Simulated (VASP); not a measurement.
A run of VASP 6.6.1 is set up as follows.

The input INCAR:

```
PREC     = Accurate       # precision mode
ENCUT    = 520            # plane-wave cutoff, eV
EDIFF    = 1E-8           # SCF threshold, eV
ISMEAR   = -1             # smearing method
SIGMA    = 0.02           # smearing width, eV
LREAL    = Auto         
LASPH    = True           # aspherical terms in the spheres
NELM     = 80             # most SCF steps
ALGO     = Normal         # electronic algorithm
ISIF     = 2              # what is computed and relaxed
LWAVE    = False          # write WAVECAR
LCHARG   = False          # write CHGCAR
GGA      = PE             # functional
LEFG     = True         
NBANDS   = 46             # bands
```

The input KPOINTS:

```
regular mesh
0
Gamma
  10 10 2
```

POSCAR

```
SiC
1.0
    3.0790000000      0.0000000000      0.0000000000
   -1.5395000000      2.6664922183      0.0000000000
    0.0000000000      0.0000000000     20.1460000000
Si C
8 8
Direct
    0.3333333333      0.6666666667      0.2501057640
    0.6838237232      0.3431589761      0.7510885894
    0.3333333333      0.6666666667      0.6250022523
    0.6666666667      0.3333333333      0.1250022523
    0.0000000000      0.0000000000      0.0000978164
    0.0000000000      0.0000000000      0.5000978164
    0.3333333333      0.6666666667      0.8751755882
    0.6666666667      0.3333333333      0.3751755882
    0.3333333333      0.6666666667      0.9689114644
    0.6666666667      0.3333333333      0.4689114644
    0.0000000000      0.0000000000      0.0938682989
    0.0000000000      0.0000000000      0.5938682989
    0.3333333333      0.6666666667      0.3441204739
    0.6666666667      0.3333333333      0.8441204739
    0.3333333333      0.6666666667      0.7187183419
    0.6666666667      0.3333333333      0.2187183419
```

Potentials or basis: VASP PAW PBE potentials, release 64 (Si, C).

Launch:

```console
$ cat potpaw_PBE.64/Si/POTCAR potpaw_PBE.64/C/POTCAR > POTCAR
$ mpirun -np 1 vasp_std > vasp.out
```

Problem. Estimate the pressure.

Solution. 3.4 GPa.

Problem. Predict the band gap on the k mesh.

Solution. 1.69 eV (least direct gap 2.82 eV).

Electric field gradients, principal values (V/Å²):
| atom | least | middle | greatest (by size) |
| --- | --- | --- | --- |
| 1 Si | 0.532 | 0.534 | -1.067 |
| 2 Si | 1.155 | 12.334 | -13.490 |
| 3 Si | -0.866 | -0.931 | 1.797 |
| 4 Si | -0.699 | -0.713 | 1.413 |
| 5 Si | -0.456 | -0.539 | 0.995 |
| 6 Si | -0.501 | -0.503 | 1.004 |
| 7 Si | -0.490 | -1.282 | 1.772 |
| 8 Si | -0.943 | -0.943 | 1.886 |
| 9 C | -0.103 | -0.158 | 0.261 |
| 10 C | -0.141 | -0.150 | 0.290 |
| 11 C | -0.140 | -0.144 | 0.284 |
| 12 C | -0.171 | -0.176 | 0.347 |
| 13 C | -1.145 | -1.146 | 2.291 |
| 14 C | -0.566 | -0.616 | 1.181 |
| 15 C | 0.008 | 1.550 | -1.558 |
| 16 C | -0.302 | -0.303 | 0.605 |

Caveat: the cell differs from its parent crystal (atom 2 (Si) moved by 0.05 Å); the cell stands under pressure; without QUAD_EFG the Cq values of the log hold for a quadrupole moment of 1 mb, not for the nuclei; forces of over 1 eV/Å act on the atoms, so gaps and moduli don't describe the material at rest. A k mesh can miss the band edges.
